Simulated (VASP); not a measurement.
# Al (P1) in VASP: single point with PBEsol

Aim: the single point of Al with PBEsol.

Everything below comes from runs of VASP 6.6.1. Logs are shortened: lines on timing, memory, paths and dates and some standing lists are left out, and cuts for length are marked.

## (1) The cell of the first run

The typed cell holds 4 atoms: a = 2.821 Å, b = 3.024 Å, c = 10.374 Å, α = 84.11°, β = 90.02°, γ = 121.76°.

## (2) Single point, PBEsol

File INCAR:

```
SYSTEM = Al
PREC = Accurate
ENCUT = 520
EDIFF = 1E-6
ISMEAR = 0
SIGMA = 0.15
LREAL = .FALSE.
LASPH = .TRUE.
NELM = 100
ALGO = Fast
ISIF = 2
LWAVE = .FALSE.
LCHARG = .FALSE.
GGA = PS
NBANDS = 14
```

File KPOINTS:

```
regular mesh
0
G
  12 12 4
  0 0 0
```

File POSCAR:

```
Al
1.0
    2.8194594708     -0.1018798804      0.0025087408
   -1.4979603000      2.6218658640      0.1585667386
    0.0082455963      0.6065544302     10.3567035854
Al
4
Direct
   -0.1022443074     -0.2503054423      0.0019769608
    0.4536920423      0.8902227713      0.2529453159
    0.0452883644      0.1072093872      0.4975005597
    0.6032639006      0.2528732838      0.7475771637
```

Potentials or basis: VASP PAW PBE potentials, release 64 (Al).

Run with:

```sh
$ cat potpaw_PBE.64/Al/POTCAR > POTCAR
$ mpirun -np 1 vasp_std > vasp.out
```

OUTCAR:

```text
SYSTEM = Al
   PREC = Accurate
   ENCUT = 520
   EDIFF = 1E-6
   ISMEAR = 0
   LREAL = .FALSE.
   LASPH = .TRUE.
   NELM = 100
   ISIF = 2
   GGA = PS

 ion  position               nearest neighbor table
   1  0.898  0.750  0.002-   2 2.99   4 3.04   2 3.05   4 3.07   2 3.21   4 3.24
   2  0.454  0.890  0.253-   3 2.97   1 2.99   3 3.04   1 3.05   3 3.06   1 3.21
   3  0.045  0.107  0.498-   2 2.97   4 2.98   2 3.04   4 3.05   2 3.06   4 3.19
   4  0.603  0.253  0.748-   3 2.98   1 3.04   3 3.05   1 3.07   3 3.19   1 3.24

  LATTYP: Found a triclinic cell.
 ALAT       =     3.0237739796
 B/A-ratio  =     0.9330395381
 C/A-ratio  =     3.4309619601
 COS(alpha) =     0.0004292968
 COS(beta)  =     0.1026516171
 COS(gamma) =     0.5263355747

  Lattice vectors:

 A1 = (  -1.4979603000,   2.6218658640,   0.1585667386)
 A2 = (  -2.8194594708,   0.1018798804,  -0.0025087408)
 A3 = (   0.0082455963,   0.6065544302,  10.3567035854)

Analysis of symmetry for initial positions (statically):
=====================================================================
 Subroutine PRICEL returns:
 Original cell was already a primitive cell.

 Routine SETGRP: Setting up the symmetry group for a
 triclinic supercell.

 Subroutine GETGRP returns: Found  1 space group operations
 (whereof  1 operations were pure point group operations)
 out of a pool of  2 trial point group operations.

The static configuration has the point symmetry C_1 .

Analysis of symmetry for dynamics (positions and initial velocities):
=====================================================================
 Subroutine PRICEL returns:
 Original cell was already a primitive cell.

 Routine SETGRP: Setting up the symmetry group for a
 triclinic supercell.

 Subroutine GETGRP returns: Found  1 space group operations
 (whereof  1 operations were pure point group operations)
 out of a pool of  2 trial point group operations.

The dynamic configuration has the point symmetry C_1 .

 Subroutine INISYM returns: Found  1 space group operations
 (whereof  1 operations are pure point group operations),
 and found     1 'primitive' translations

----------------------------------------------------------------------------------------

                                     Primitive cell

  volume of cell :      74.7051

  direct lattice vectors                    reciprocal lattice vectors
     2.819459471 -0.101879880  0.002508741     0.362193649  0.207686502 -0.012451807
    -1.497960300  2.621865864  0.158566739     0.014144437  0.390874120 -0.022903336
     0.008245596  0.606554430 10.356703585    -0.000304294 -0.006034803  0.096909498

  length of vectors
     2.821300677  3.023773980 10.374453500     0.417699617  0.391799956  0.097097694

  position of ions in fractional coordinates (direct lattice)
     0.897755693  0.749694558  0.001976961
     0.453692042  0.890222771  0.252945316
     0.045288364  0.107209387  0.497500560
     0.603263901  0.252873284  0.747577164

  ion indices of the primitive-cell ions
   primitive index   ion index
                 1           1
                 2           2
                 3           3
                 4           4

----------------------------------------------------------------------------------------

 KPOINTS: regular mesh

Automatic generation of k-mesh.
 Grid dimensions read from file:
 generate k-points for:   12   12    4

 Generating k-lattice:

  Cartesian coordinates                     Fractional coordinates (reciprocal lattice)
     0.030182804  0.017307208 -0.001037651     0.083333333 -0.000000000  0.000000000
     0.001178703  0.032572843 -0.001908611    -0.000000000  0.083333333  0.000000000
    -0.000076074 -0.001508701  0.024227375    -0.000000000  0.000000000  0.250000000

  Length of vectors
     0.034808301  0.032649996  0.024274424

  Shift w.r.t. Gamma in fractional coordinates (k-lattice)
     0.000000000  0.000000000  0.000000000

 Subroutine IBZKPT returns following result:
 ===========================================

 Found    292 irreducible k-points:

 Following reciprocal coordinates:
            Coordinates               Weight
  0.000000  0.000000  0.000000      1.000000
  0.083333  0.000000  0.000000      2.000000
  0.166667 -0.000000  0.000000      2.000000
  0.250000  0.000000 -0.000000      2.000000
  0.333333 -0.000000  0.000000      2.000000
  0.416667  0.000000 -0.000000      2.000000
[... 16 lines left out ...]
  0.250000  0.166667 -0.000000      2.000000
  0.333333  0.166667  0.000000      2.000000
 [... further k-points ...]
   k-points           NKPTS =    292   k-points in BZ     NKDIM =    292   number of bands    NBANDS=     14
   number of dos      NEDOS =    301   number of ions     NIONS =      4
   total plane-waves  NPLWV =  46080
   dimension x,y,z NGX =    24 NGY =   24 NGZ =   80
   dimension x,y,z NGXF=    48 NGYF=   48 NGZF=  160
   ions per type =               4
   NGX,Y,Z   is equivalent  to a cutoff of  14.14, 13.20, 12.82 a.u.
   NGXF,Y,Z  is equivalent  to a cutoff of  28.28, 26.39, 25.64 a.u.
 SYSTEM =  Al
   PREC   = accura    normal or accurate (medium, high low for compatibility)
   ISTART =      0    job   : 0-new  1-cont  2-samecut
   ICHARG =      2    charge: 1-file 2-atom 10-const
   ISPIN  =      1    spin polarized calculation?
   LNONCOLLINEAR =      F non collinear calculations
   LSORBIT =      F    spin-orbit coupling
   LASPH  =      T    aspherical Exc in radial PAW
   ENCUT  =  520.0 eV  38.22 Ry    6.18 a.u.   5.25  5.62 19.29*2*pi/ulx,y,z
   NELM   =    100;   NELMIN=  2; NELMDL= -5     # of ELM steps
   EDIFF  = 0.1E-05   stopping-criterion for ELM
   LREAL  =      F    real-space projection
   EDIFFG = 0.1E-04   stopping-criterion for IOM
   NSW    =      0    number of steps for IOM
   IBRION =     -1    ionic relax: 0-MD 1-quasi-New 2-CG
   NFREE  =      0    steps in history (QN), initial steepest desc. (CG)
   ISIF   =      2    stress and relaxation
   ISYM   =      2    0-nonsym 1-usesym 2-fastsym
   POTIM  = 0.5000    time-step for ionic-motion
   TEBEG  =    0.0;   TEEND  =   0.0 temperature during run
   PSTRESS=    0.0 pullay stress
   NELECT =      12.0000    total number of electrons
   NUPDOWN=      -1.0000    fix difference up-down
   EMIN   =  10.00;   EMAX   =-10.00  energy-range for DOS
   EFERMI =   0.00;   METHOD = LEGACY
   ISMEAR =     0;   SIGMA  =   0.15  broadening in eV -4-tet -1-fermi 0-gaus
   EFERMI_NEDOS =   21; number of points for ismear=-14 and -15
   IALGO  =     68    algorithm
   IMIX   =      4    mixing-type and parameters
     AMIX     =   0.40;   BMIX     =  1.00
     AMIX_MAG =   1.60;   BMIX_MAG =  1.00
  volume/ion in A,a.u.               =      18.68       126.03
  Fermi-wavevector in a.u.,A,eV,Ry     =   0.889922  1.681708 10.775281  0.791961
  Thomas-Fermi vector in A             =   2.011545
   LORBIT       =      0    0 simple, 1 ext, 2 COOP (PROOUT), +10 PAW based schemes
   GGA     = PS    functional components
   LHFCALC =     F    Hartree Fock is set to
   AEXX    =    0.0000 exact exchange contribution
   IVDW    =     0    specifies the selected vdW correction
   LEPSILON=     F    determine dielectric tensor
   LRPA    =     F    only Hartree local field effects (RPA)
 non-spin polarized calculation
 RMM-DIIS sequential band-by-band and
 Gauss-broadening in eV      SIGMA  =   0.15
  energy-cutoff  :      520.00
  volume of cell :       74.71
 maximum number of plane-waves:      2033
 NGX is ok and might be reduce to    24
   NGX = 11   NGY = 11   NGZ = 39

 number of electron      12.0000000 magnetization

 Free energy of the ion-electron system (eV)
  ---------------------------------------------------
  ext. energy  EPLUGINS =         0.00000000
  ---------------------------------------------------
  free energy    TOTEN  =       -15.97257285 eV

  energy without entropy =      -15.95094428  energy(sigma->0) =      -15.96175856

 E-fermi :   6.6800     XC(G=0):  -9.8066

 val. band max:        6.6794136550   @ k =   0.4167   0.2500   0.5000
 cond. band min:       6.6870719476   @ k =   0.5000   0.0833   0.0000
 fundamental gap:      0.0076582926
 Fermi energy:         6.6799742682

 k-point     1 :       0.0000    0.0000    0.0000
  band No.  band energies     occupation
      1      -3.6038      2.00000
      2      -2.2227      2.00000
      3      -2.2021      2.00000
      4       1.5310      2.00000
      5       2.2501      2.00000
      6       8.4905      0.00000
      7       8.4998      0.00000
      8      16.7430      0.00000
      9      16.9608      0.00000
     10      17.0112      0.00000
     11      17.1013      0.00000
     12      17.2507      0.00000
     13      17.3121      0.00000
     14      18.2073      0.00000

 k-point     2 :       0.0833    0.0000    0.0000
  band No.  band energies     occupation
      1      -3.4246      2.00000
      2      -2.0976      2.00000
      3      -1.9716      2.00000
      4       1.6872      2.00000
      5       2.4393      2.00000
      6       8.4799      0.00000
      7       8.8305      0.00000
      8      15.2986      0.00000
      9      15.5414      0.00000
     10      16.5166      0.00000
     11      16.6998      0.00000
     12      17.0510      0.00000
     13      17.1639      0.00000
     14      17.3169      0.00000

 k-point     3 :       0.1667   -0.0000    0.0000
  band No.  band energies     occupation
      1      -2.8882      2.00000
      2      -1.6271      2.00000
      3      -1.3784      2.00000
      4       2.1568      2.00000
      5       3.0022      2.00000
      6       8.7828      0.00000
      7       9.4675      0.00000
      8      13.5691      0.00000
      9      13.9129      0.00000
     10      14.1402      0.00000
     11      14.1871      0.00000
     12      15.3247      0.00000
     13      15.6533      0.00000
     14      15.7837      0.00000
[... 324 lines left out ...]
 k-point    23 :       0.2500    0.1667   -0.0000
  band No.  band energies     occupation
      1      -0.3295      2.00000
      2       0.6325      2.00000
      3       1.4324      2.00000
      4       4.1655      2.00000
      5       5.8319      2.00000
      6       7.9502      0.00000
      7       8.0903      0.00000
      8       8.4786      0.00000
      9       8.8906      0.00000
     10       9.5561      0.00000
     11      10.1774      0.00000
     12      10.6249      0.00000
     13      11.5956      0.00000
     14      12.5468      0.00000

 k-point    24 :       0.3333    0.1667    0.0000
  band No.  band energies     occupation
      1       1.2343      2.00000
      2       2.1206      2.00000
      3       3.0204      2.00000
      4       5.0601      2.00000
      5       5.8587      2.00000
      6       6.5237      1.85932
      7       6.9653      0.00715
      8       7.4724      0.00000
      9       7.7415      0.00000
     10       8.1272      0.00000
     11       9.5051      0.00000
     12      10.3110      0.00000
     13      10.9916      0.00000
     14      11.3963      0.00000

 [... further k-points ...]
[... 5 lines left out ...]
  --------------------------------------------------------------------------------------
  -------------------------------------------------------------------------------------
  Total       -2.3253380     -3.3276167     -4.4330019      0.4455098      0.1593619     -0.1436671
  in kB      -49.8708171    -71.3663841    -95.0732467      9.5547139      3.4177870     -3.0811846
  external PRESSURE =     -72.1034826 kB  Pullay stress =       0.0000000 kB

 VOLUME and BASIS-vectors are now :
 -----------------------------------------------------------------------------
  energy-cutoff  :      520.00
  volume of cell :       74.71
      direct lattice vectors                 reciprocal lattice vectors
     2.819459471 -0.101879880  0.002508741     0.362193649  0.207686502 -0.012451807
    -1.497960300  2.621865864  0.158566739     0.014144437  0.390874120 -0.022903336
     0.008245596  0.606554430 10.356703585    -0.000304294 -0.006034803  0.096909498

 POSITION                                       TOTAL-FORCE (eV/Angst)
 -----------------------------------------------------------------------------------
      1.40819      1.87533      0.14160        -0.001156     -0.003325      0.000542
     -0.05227      2.44125      2.76198         0.001500      0.002579     -0.001864
     -0.02880      0.57824      5.16958        -0.002337     -0.002258     -0.004084
      1.32825      1.05499      7.78405         0.001993      0.003004      0.005406
 -----------------------------------------------------------------------------------
    total drift:                               -0.000001      0.000000     -0.000000

  FREE ENERGIE OF THE ION-ELECTRON SYSTEM (eV)
  ---------------------------------------------------
  free  energy   TOTEN  =       -15.9725728463 eV

  energy  without entropy=      -15.9509442772  energy(sigma->0) =      -15.96175856
```

Wall time 4 min (1 thread of Intel Xeon Platinum 8259CL at 2.50GHz (Skylake/Cascade Lake), shared host); peak memory 0.35 GiB.

Results:

| Property | Result |
| --- | --- |
| Free energy | -15.9726 eV |
| Pressure | -7.2 GPa |
| Largest force | 0.006 eV/Å |
| Band gap on the k mesh | zero (bands 6 and 7 overlap by 4.73 eV) |

Forces on the atoms (eV/Å):
```
Al  -0.001 -0.003  0.001
Al   0.002  0.003 -0.002
Al  -0.002 -0.002 -0.004
Al   0.002  0.003  0.005
```

Caveat: the cell stands under tension; the PAW data sets were made with another functional, which shifts forces and pressure a little.
